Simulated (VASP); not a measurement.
# Y2Zn3N4 (C2/c) in VASP: electric field gradients with PBE

Aim: the electric field gradients of Y2Zn3N4 with PBE.

Program: VASP 6.6.1. These are calculated values, not measurements. Logs are shortened: lines on timing, memory, paths and dates and some standing lists are left out, and cuts for length are marked.

**1. The cell of the first run**

The structure is monoclinic, space group C2/c (No. 15). The conventional cell has a = 11.606 Å, b = 7.179 Å, c = 6.346 Å, α = 90.00°, β = 91.72°, γ = 90.00°. Within 3.2 Å of Y (site symmetry 1) lie 6 N at 2.36 to 2.80 Å and 4 Zn at 2.90 to 3.17 Å. Within 2.6 Å of Zn (site symmetry 1) lie 3 N at 1.97 to 2.11 Å. Zn (site symmetry 2) has 2 N at 1.84 Å within 2.4 Å. N (site symmetry 1) has 2 Zn at 1.98 to 2.11 Å and 3 Y at 2.36 to 2.43 Å within 2.6 Å. N (site symmetry 1) has 2 Zn at 1.84 to 1.97 Å and 2 Y at 2.40 to 2.42 Å within 2.5 Å.

**2. Electric field gradients, PBE**

INCAR

```
SYSTEM = Y2Zn3N4
PREC = Accurate ; ENCUT = 520
EDIFF = 1E-8 ; ISMEAR = -1
SIGMA = 0.02 ; LREAL = Auto
LASPH = .TRUE. ; NELM = 100
ALGO = Normal ; ISIF = 2
LWAVE = .FALSE. ; LCHARG = .FALSE.
GGA = PE ; LEFG = .TRUE.
NBANDS = 93
```

KPOINTS

```
Automatic mesh
0
G
  5 5 5
  0 0 0
```

POSCAR

```
Y2Zn3N4
1.0
    5.8027544415     -3.5896168198      0.0000000000
    5.8027544415      3.5896168198      0.0000000000
   -0.1899683395      0.0000000000      6.3428503488
Y Zn N
4 6 8
Direct
    0.4861280000      0.2300490000      0.6416420000
    0.7699510000      0.5138720000      0.8583580000
    0.5138720000      0.7699510000      0.3583580000
    0.2300490000      0.4861280000      0.1416420000
    0.2365350000      0.0683460000      0.0299780000
    0.9316540000      0.7634650000      0.4700220000
    0.7634650000      0.9316540000      0.9700220000
    0.0683460000      0.2365350000      0.5299780000
    0.2608805000      0.7391195000      0.7500000000
    0.7391195000      0.2608805000      0.2500000000
    0.3127830000      0.1540390000      0.3319300000
    0.8459610000      0.6872170000      0.1680700000
    0.6872170000      0.8459610000      0.6680700000
    0.1540390000      0.3127830000      0.8319300000
    0.6490670000      0.2521130000      0.9758150000
    0.7478870000      0.3509330000      0.5241850000
    0.3509330000      0.7478870000      0.0241850000
    0.2521130000      0.6490670000      0.4758150000
```

Potentials or basis: VASP PAW PBE potentials, release 64 (Y_sv, Zn, N).

Run with:

```console
cat potpaw_PBE.64/Y_sv/POTCAR potpaw_PBE.64/Zn/POTCAR potpaw_PBE.64/N/POTCAR > POTCAR
mpirun -np 1 vasp_std > vasp.out
```

OUTCAR:

```text
SYSTEM = Y2Zn3N4
   PREC = Accurate
   ENCUT = 520
   EDIFF = 1E-8
   ISMEAR = -1
   LREAL = Auto
   LASPH = .TRUE.
   NELM = 100
   ISIF = 2
   GGA = PE

 ion  position               nearest neighbor table
   1  0.486  0.230  0.642-  13 2.36  15 2.40  16 2.42  14 2.42  11 2.43  18 2.80   8 2.90   7 2.94
                            10 3.13   9 3.17   6 3.45   5 3.50   3 3.51   2 3.53   4 3.67   4 3.67
   2  0.770  0.514  0.858-  14 2.36  16 2.40  15 2.42  13 2.42  12 2.43  17 2.80   7 2.90   8 2.94
                            10 3.13   9 3.17   5 3.45   6 3.50   4 3.51   1 3.53   3 3.67   3 3.67
   3  0.514  0.770  0.358-  11 2.36  17 2.40  18 2.42  12 2.42  13 2.43  16 2.80   6 2.90   5 2.94
                             9 3.13  10 3.17   8 3.45   7 3.50   1 3.51   4 3.53   2 3.67   2 3.67
   4  0.230  0.486  0.142-  12 2.36  18 2.40  17 2.42  11 2.42  14 2.43  15 2.80   5 2.90   6 2.94
                             9 3.13  10 3.17   7 3.45   8 3.50   2 3.51   3 3.53   1 3.67   1 3.67
   5  0.237  0.068  0.030-  17 1.97  14 1.98  11 2.11   9 2.78   4 2.90   3 2.94   2 3.45   1 3.50
[... 11 lines left out ...]
  11  0.313  0.154  0.332-   8 1.98   5 2.11   3 2.36   4 2.42   1 2.43
  12  0.846  0.687  0.168-   7 1.98   6 2.11   4 2.36   3 2.42   2 2.43
  13  0.687  0.846  0.668-   6 1.98   7 2.11   1 2.36   2 2.42   3 2.43
  14  0.154  0.313  0.832-   5 1.98   8 2.11   2 2.36   1 2.42   4 2.43
  15  0.649  0.252  0.976-  10 1.84   7 1.97   1 2.40   2 2.42   4 2.80
  16  0.748  0.351  0.524-  10 1.84   8 1.97   2 2.40   1 2.42   3 2.80
  17  0.351  0.748  0.024-   9 1.84   5 1.97   3 2.40   4 2.42   2 2.80
  18  0.252  0.649  0.476-   9 1.84   6 1.97   4 2.40   3 2.42   1 2.80

  LATTYP: Found a base centered monoclinic cell.
 ALAT       =    11.6055088830
 B/A-ratio  =     0.6186056736
 C/A-ratio  =     0.5467829589
 COS(beta)  =    -0.0299365719

  Lattice vectors:

 A1 = (   5.8027544415,  -3.5896168198,   0.0000000000)
 A2 = (   5.8027544415,   3.5896168198,   0.0000000000)
 A3 = (  -0.1899683395,   0.0000000000,   6.3428503488)

Analysis of symmetry for initial positions (statically):
=====================================================================
 Subroutine PRICEL returns:
 Original cell was already a primitive cell.

 Routine SETGRP: Setting up the symmetry group for a
 base centered monoclinic supercell.

 Subroutine GETGRP returns: Found  4 space group operations
 (whereof  2 operations were pure point group operations)
 out of a pool of  4 trial point group operations.

The static configuration has the point symmetry S_2 .
 The point group associated with its full space group is C_2h.

Analysis of symmetry for dynamics (positions and initial velocities):
[... 2440 lines left out ...]
  -------------------------------------------------------------------------------------
  Total       -1.8335102     -1.6108937     -2.1126051      0.0000000      0.0000000     -0.2467264
  in kB      -11.1172449     -9.7674392    -12.8094994      0.0000000      0.0000000     -1.4959928
  external PRESSURE =     -11.2313945 kB  Pullay stress =       0.0000000 kB

 VOLUME and BASIS-vectors are now :
 -----------------------------------------------------------------------------
  energy-cutoff  :      520.00
  volume of cell :      264.24
      direct lattice vectors                 reciprocal lattice vectors
     5.802754442 -3.589616820  0.000000000     0.086165976 -0.139290633  0.002580671
     5.802754442  3.589616820  0.000000000     0.086165976  0.139290633  0.002580671
    -0.189968339  0.000000000  6.342850349     0.000000000  0.000000000  0.157657827

 POSITION                                       TOTAL-FORCE (eV/Angst)
 -----------------------------------------------------------------------------------
      4.03391     -0.91923      4.06984        -0.022871     -0.028592      0.024234
      7.28665     -0.91923      5.44444         0.022871     -0.028592     -0.024234
      7.38163      0.91923      2.27301         0.022871      0.028592     -0.024234
      4.12889      0.91923      0.89841        -0.022871      0.028592      0.024234
      1.76345     -0.60373      0.19015         0.014700     -0.008690      0.004206
      9.74707     -0.60373      2.98128        -0.014700     -0.008690     -0.004206
[... 10 lines left out ...]
      6.37159      1.42491      0.15340        -0.024494     -0.018183      0.040045
      5.13894      1.42491      3.01802         0.024494     -0.018183     -0.040045
 -----------------------------------------------------------------------------------
    total drift:                                0.000000     -0.000000     -0.000000

  FREE ENERGIE OF THE ION-ELECTRON SYSTEM (eV)
  ---------------------------------------------------
  free  energy   TOTEN  =      -110.6909725655 eV

  energy  without entropy=     -110.6909725655  energy(sigma->0) =     -110.69097257

 Electric field gradients (V/A^2)
---------------------------------------------------------------------
 ion       V_xx      V_yy      V_zz      V_xy      V_xz      V_yz
---------------------------------------------------------------------
   1     -25.430    24.324     1.106    29.593   -10.775    10.215
   2     -25.430    24.324     1.106   -29.593   -10.775   -10.215
   3     -25.430    24.324     1.106    29.593   -10.775    10.215
   4     -25.430    24.324     1.106   -29.593   -10.775   -10.215
   5      32.290     0.565   -32.855  -122.387   -11.597    42.842
   6      32.290     0.565   -32.855   122.387   -11.597   -42.842
[... 10 lines left out ...]
  17     -16.401    12.854     3.548     7.757    14.921   -14.470
  18     -16.401    12.854     3.548    -7.757    14.921    14.470
---------------------------------------------------------------------

 Electric field gradients after diagonalization (V/A^2)
 (convention: |V_zz| > |V_xx| > |V_yy|)
----------------------------------------------------------------------
 ion       V_xx      V_yy      V_zz     asymmetry (V_yy - V_xx)/ V_zz
----------------------------------------------------------------------
   1      38.739     4.929   -43.668       0.774
   2      38.739     4.929   -43.668       0.774
   3      38.739     4.929   -43.668       0.774
   4      38.739     4.929   -43.668       0.774
   5    -114.836   -32.689   147.525       0.557
   6    -114.836   -32.689   147.525       0.557
[... 10 lines left out ...]
  17      23.606     5.450   -29.056       0.625
  18      23.606     5.450   -29.056       0.625
----------------------------------------------------------------------

           NMR quadrupolar parameters

 Cq : quadrupolar parameter    Cq=e*Q*V_zz/h
 eta: asymmetry parameters     (V_yy - V_xx)/ V_zz
 Q  : nuclear electric quadrupole moment in mb (millibarn)
----------------------------------------------------------------------
 ion       Cq(MHz)       eta       Q (mb)
----------------------------------------------------------------------
   1      -0.106       0.774       1.000
   2      -0.106       0.774       1.000
   3      -0.106       0.774       1.000
   4      -0.106       0.774       1.000
   5       0.357       0.557       1.000
   6       0.357       0.557       1.000
[... 10 lines left out ...]
  17      -0.070       0.625       1.000
  18      -0.070       0.625       1.000
----------------------------------------------------------------------
```

Wall time 33 min (1 thread of Intel Xeon 6975P-C (Granite Rapids), shared host); peak memory 0.75 GiB.

Results:

```yaml
Free_energy: -110.6910 eV
Pressure: -1.1 GPa
Largest_force: 0.050 eV/Å
Band_gap_on_the_k_mesh: 1.35 eV
Largest_electric_field_gradient_by_atom: Y -43.7; Zn +147.5, -201.4 (each value once); N -36.3, -29.1 (each value once) V/Å²
```

Forces in eV/Å, atoms in the order of the input:
```
Y   -0.023 -0.029  0.024
Y    0.023 -0.029 -0.024
Y    0.023  0.029 -0.024
Y   -0.023  0.029  0.024
Zn   0.015 -0.009  0.004
Zn  -0.015 -0.009 -0.004
Zn  -0.015  0.009 -0.004
Zn   0.015  0.009  0.004
Zn   0.000 -0.028  0.000
Zn   0.000  0.028  0.000
N    0.029 -0.025  0.032
N   -0.029 -0.025 -0.032
N   -0.029  0.025 -0.032
N    0.029  0.025  0.032
N    0.024  0.018 -0.040
N   -0.024  0.018  0.040
N   -0.024 -0.018  0.040
N    0.024 -0.018 -0.040
```

Stress tensor (GPa, compression positive):
```
-1.11  0.00 -0.15
 0.00 -0.98  0.00
-0.15  0.00 -1.28
```

Levels at points of the mesh, in eV from the valence-band top:
| k point | band 76 | band 77 | band 78 | band 79 | band 80 | band 81 |
| --- | --- | --- | --- | --- | --- | --- |
| (0.00, 0.00, 0.00) | -0.72 | -0.59 | 0.00 | 1.35 | 2.05 | 3.03 |

Electric field gradients, principal values (V/Å²):
| atom | least | middle | greatest (by size) |
| --- | --- | --- | --- |
| 1 Y | 4.929 | 38.739 | -43.668 |
| 2 Y | 4.929 | 38.739 | -43.668 |
| 3 Y | 4.929 | 38.739 | -43.668 |
| 4 Y | 4.929 | 38.739 | -43.668 |
| 5 Zn | -32.689 | -114.836 | 147.525 |
| 6 Zn | -32.689 | -114.836 | 147.525 |
| 7 Zn | -32.689 | -114.836 | 147.525 |
| 8 Zn | -32.689 | -114.836 | 147.525 |
| 9 Zn | 97.812 | 103.591 | -201.403 |
| 10 Zn | 97.812 | 103.591 | -201.403 |
| 11 N | 3.245 | 33.064 | -36.309 |
| 12 N | 3.245 | 33.064 | -36.309 |
| 13 N | 3.245 | 33.064 | -36.309 |
| 14 N | 3.245 | 33.064 | -36.309 |
| 15 N | 5.450 | 23.606 | -29.056 |
| 16 N | 5.450 | 23.606 | -29.056 |
| 17 N | 5.450 | 23.606 | -29.056 |
| 18 N | 5.450 | 23.606 | -29.056 |

Caveat: without QUAD_EFG the Cq values of the log hold for a quadrupole moment of 1 mb, not for the nuclei. A k mesh can miss the band edges.
